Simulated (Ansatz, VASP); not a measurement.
# One calculation of Ba, two programs

The input INCAR:

```
SYSTEM = Ba
ALGO = Normal
DIPOL = 0.5 0.5 0.500
EDIFF = 1E-6
ENCUT = 400
GGA = PE
GGA_COMPAT = .False.
IDIPOL = 3
ISIF = 2
ISMEAR = -1
LASPH = .True.
LCHARG = .True.
LDIPOL = .True.
LELF = .True.
LREAL = .False.
LVACPOTAV = .True.
LVHAR = .True.
LWAVE = .False.
NBANDS = 28
NELM = 120
NELMDL = -8
PREC = Accurate
SIGMA = 0.05
```

Contents of KPOINTS:

```
k-points
0
Gamma
  6 6 1
  0 0 0
```

File POSCAR:

```
Ba
1.0
    4.5716786896      0.0000000000      0.0000000000
    0.0000000000      4.5716786896      0.0000000000
    0.0000000000      0.0000000000     24.6979950084
Ba
4
Direct
    0.5000000000      0.5000000000      0.3036683746
    0.0000000000      0.0000000000      0.4345561249
    0.5000000000      0.5000000000      0.5654438751
    0.0000000000      0.0000000000      0.6963316254
```

File input.yaml:

```yaml
crystal:
  lattice:
    - [4.5716786896, 0.0, 0.0]
    - [0.0, 4.5716786896, 0.0]
    - [0.0, 0.0, 24.6979950084]
  atoms:
    - { symbol: Ba, position: [0.5, 0.5, 0.3036683746] }
    - { symbol: Ba, position: [0.0, 0.0, 0.4345561249] }
    - { symbol: Ba, position: [0.5, 0.5, 0.5654438751] }
    - { symbol: Ba, position: [0.0, 0.0, 0.6963316254] }
  periodic: [true, true, false]
kpoints:
  mp_grid: { grid: [6, 6, 1] }
scf:
  occupations: { method: fermi_dirac, width: 0.05 }
hamiltonian:
  xc: pbe
  pseudopotentials: { kind: all_electron, lapw: { basis_error: 0.001 } }
output:
  forces: true
  stress: true
  eigenvalues: true
```

Alike in both runs: functional PBE; k mesh 6 × 6 × 1; occupations fermi-dirac, width 0.05 eV; no spin polarisation.

```csv
,VASP,Ansatz
version,VASP 6.6.1,Ansatz 0.2.0
potentials or method,"VASP PAW PBE potentials, release 64 (Ba_sv), cutoff 400 eV","all-electron LAPW, scalar-relativistic"
task,single point,work function
```

|  | VASP | Ansatz | Ansatz less VASP |
| --- | --- | --- | --- |
| gap on the k mesh at the Fermi level (eV) | none | none | - |
| rms of the force components (eV/Å) | 0.034 | 0.036 | +0.0018 |

Atom by atom the forces differ by 0.002 eV/Å (rms over components). A gap of «none» marks a metal or a gap that the smearing closes. Ansatz ran all-electron here, and VASP with PAW potentials.

Spin-orbit coupling is off throughout.
